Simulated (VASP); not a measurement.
V, 1 atom in the cell. The cell holds a slab with vacuum, 1 atom: a = 2.997 Å, b = 2.997 Å, c = 16.000 Å, α = 90.00°, β = 90.00°, γ = 90.00°. 

```yaml
Program: VASP 6.6.1
Task: single point
Functional: PBE
Potentials_or_basis: VASP PAW PBE potentials, release 64 (V_sv)
Cutoff: 520 eV
k_mesh: 11 × 11 × 1
Occupations: fermi-dirac, width 0.05 eV
Spin: no spin polarisation
Dipole_correction: yes
Further_INCAR_settings: ALGO = Normal; EDIFF = 1e-06; NBANDS = 12
```

Potentials or basis: VASP PAW PBE potentials, release 64 (V_sv).

Run with:

```sh
$ cat potpaw_PBE.64/V_sv/POTCAR > POTCAR
$ mpirun -np 1 vasp_std > vasp.out
```

Hardware: 1 thread of Intel Xeon 8259CL (shared host).

**Question.** How long does it take, and how much memory?

**Answer.** It took 65 s on 1 thread of Intel Xeon 8259CL, with other jobs on the host, peak memory 0.24 GiB. Counts: scf iterations 19, k points 21.
